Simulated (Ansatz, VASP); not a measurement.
W: VASP beside Ansatz

```
CELL_PARAMETERS angstrom
-1.58234 1.58234 1.58234
1.58234 -1.58234 1.58234
1.58234 1.58234 -1.58234
ATOMIC_POSITIONS crystal
W 0.00000 0.00000 0.00000
```

Alike in both runs: task single point; functional PBE; dispersion D3(BJ); k mesh 13 × 13 × 13; no spin polarisation.

|  | VASP | Ansatz |
| --- | --- | --- |
| version | VASP 6.6.1 | Ansatz 0.2.0 |
| potentials or method | VASP PAW PBE potentials, release 64 (W_sv), cutoff 520 eV | plane waves, PAW |
| occupations | methfessel-paxton of order 1, width 0.1 eV | cold |
| valence electrons in the cell | 14 | 14 |

```csv
,VASP,Ansatz,Ansatz less VASP
pressure (GPa),-1.4,-1.9,-0.56
```

Spin-orbit coupling is off throughout.
